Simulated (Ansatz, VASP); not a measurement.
**One calculation of Ir, two programs**

```
Ir
1.0
     4.38098    0.00000    0.00000
    -2.19049    3.79404    0.00000
     0.00000    0.00000    2.70158
Ir
3
Cartesian
  0.0000 0.0000 0.0000
  0.0000 2.5294 1.3508
  2.1905 1.2647 1.3508
```

Alike in both runs: functional PBE; k mesh 8 × 8 × 11; occupations fermi-dirac, width 0.08 eV; no spin polarisation.

Ansatz relaxed the structure, and its values are those at the end. VASP's run is a single point on that final structure, the one shown.

|  | VASP | Ansatz |
| --- | --- | --- |
| version | VASP 6.6.1 | Ansatz 0.2.0 |
| potentials or method | VASP PAW PBE potentials, release 64 (Ir) | PAW with Ansatz's default frozen-core files, scalar-relativistic |
| plane-wave cutoff (eV) | 500 | 420 |
| valence electrons in the cell | 27 | 51 |

|  | VASP | Ansatz | Ansatz less VASP |
| --- | --- | --- | --- |
| pressure (GPa) | 0.4 | 0.0 | -0.37 |

VASP's potentials hold 27 valence electrons a cell and Ansatz's 51, so a difference there can come from the potentials and not from the codes.

Neither program's run includes spin-orbit coupling.
